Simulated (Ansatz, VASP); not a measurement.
## Cd in VASP and in Ansatz

File INCAR:

```
  PREC = Accurate
  ENCUT = 520
  EDIFF = 1E-7
  ISMEAR = -1
  SIGMA = 0.05
  LREAL = False
  LASPH = True
  NELM = 60
  ALGO = Normal
  ISIF = 2
  LWAVE = False
  LCHARG = False
  LDIPOL = True
  IDIPOL = 3
  DIPOL = 0.5 0.5 0.500
  GGA = PE
  NBANDS = 25
```

Contents of KPOINTS:

```
Automatic mesh
0
Gamma
  10 10 1
```

Contents of POSCAR:

```
Cd
1.0
    3.6039047669      0.0000000000      0.0000000000
    0.0000000000      3.6039047669      0.0000000000
    0.0000000000      0.0000000000     16.6934000000
Cd
3
Direct
    0.0000000000      0.0000000000      0.3893766621
    0.5000000000      0.5000000000      0.5000000750
    0.0000000000      0.0000000000      0.6106233379
```

Input for Ansatz:

```yaml
crystal:
  lattice:
    - [3.6039047669, 0.0, 0.0]
    - [0.0, 3.6039047669, 0.0]
    - [0.0, 0.0, 16.6934]
  atoms:
    - { symbol: Cd, position: [0.0, 0.0, 0.3893766621] }
    - { symbol: Cd, position: [0.5, 0.5, 0.500000075] }
    - { symbol: Cd, position: [0.0, 0.0, 0.6106233379] }
kpoints:
  mp_grid: { grid: [10, 10, 1] }
scf:
  occupations: { method: fermi_dirac, width: 0.05 }
hamiltonian:
  xc: pbe
  pseudopotentials: { kind: paw }
output:
  forces: true
  stress: true
  eigenvalues: true
efield:
  axis: 3
  amplitude: 0
  dipole_correction: true
```

Alike in both runs: task single point; functional PBE; k mesh 10 × 10 × 1; occupations fermi-dirac, width 0.05 eV; no spin polarisation.

|  | VASP | Ansatz |
| --- | --- | --- |
| version | VASP 6.6.1 | Ansatz 0.2.0 |
| potentials or method | VASP PAW PBE potentials, release 64 (Cd) | PAW with Ansatz's default frozen-core files, scalar-relativistic |
| plane-wave cutoff (eV) | 520 | 420 |
| valence electrons in the cell | 36 | 60 |

Ansatz gave:

- rms of the force components (eV/Å): 0.001

**Question.** Estimate VASP's values.

**Answer.** rms of the force components (eV/Å): 0.008.

Atom by atom the forces differ by 0.007 eV/Å (rms over components). With one functional, cell and mesh, what is left measures potentials, basis and numerics. VASP's potentials hold 36 valence electrons a cell and Ansatz's 60, so a difference there can come from the potentials and not from the codes. Ansatz's warnings: vacuum density over bound.
